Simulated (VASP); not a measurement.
## W16N: single point with PBE

The system is W16N, a slab with vacuum.

```
CELL_PARAMETERS angstrom
6.36740 0.00000 0.00000
0.00000 6.36740 0.00000
0.00000 0.00000 20.14258
ATOMIC_POSITIONS crystal
W 0.25000 0.25000 0.19858
W 0.25000 0.75000 0.19858
W 0.75000 0.25000 0.19858
W 0.75000 0.75000 0.19858
W 0.00000 0.00000 0.27761
W 0.00000 0.50000 0.27761
W 0.50000 0.00000 0.27761
W 0.50000 0.50000 0.27761
W 0.25000 0.25000 0.35995
W 0.25000 0.75000 0.35995
W 0.75000 0.25000 0.35995
W 0.75000 0.75000 0.35995
W 0.00000 0.00000 0.42907
W 0.00000 0.50000 0.42907
W 0.50000 0.00000 0.42907
W 0.50000 0.50000 0.42907
N 0.00000 0.06250 0.51387
```

- Program: VASP 6.6.1
- Task: single point
- Functional: PBE
- Potentials or basis: VASP PAW PBE potentials, release 64 (W_sv, N)
- Cutoff: 520 eV
- k mesh: 4 × 4 × 1
- Occupations: gaussian, width 0.1 eV
- Spin: no spin polarisation
- Dipole correction: yes
- Further INCAR settings: LREAL = Auto; ALGO = Fast; EDIFF = 1e-07; NBANDS = 128

```json
{
 "Largest force": "2.739 eV/Å",
 "Band gap on the k mesh": "zero (an odd number of electrons rules out a gap without spin polarisation)"
}
```

Forces on the atoms (eV/Å):
```
W    0.006  0.004  2.097
W    0.049 -0.047  2.115
W   -0.006  0.004  2.097
W   -0.049 -0.047  2.115
W    0.000  0.107 -2.695
W    0.000  0.011 -2.009
W    0.000  0.029 -2.023
W    0.000  0.034 -2.410
W    0.821  0.802 -0.629
W    0.991 -0.895 -0.351
W   -0.821  0.802 -0.629
W   -0.991 -0.895 -0.351
W    0.000  0.025  2.739
W    0.000 -0.112  0.195
W    0.000 -0.081 -0.118
W    0.000 -0.129 -0.438
N    0.000  0.388  0.296
```

Levels at points of the mesh, in eV from the Fermi level:
```
           k point  band 112  band 113  band 114  band 115  band 116  band 117  band 118  band 119
(0.00, 0.00, 0.00)     -0.23     -0.06      0.25      0.29      0.40      0.41      0.76      0.84
(0.50, 0.00, 0.00)     -0.18     -0.14     -0.13     -0.05     -0.04      0.14      0.69      0.73
(0.00, 0.50, 0.00)     -0.17     -0.14     -0.13     -0.05      0.06      0.06      0.69      0.73
(0.50, 0.50, 0.00)     -0.66     -0.16     -0.08     -0.05     -0.05     -0.02      0.02      0.28
```

Run time: 61 min on 1 thread of Oxide Virtual Turin-like Processor (shared host), peak memory 1 GiB.

Caveat: spin-orbit coupling is left out, which moves the levels of the heavy elements.
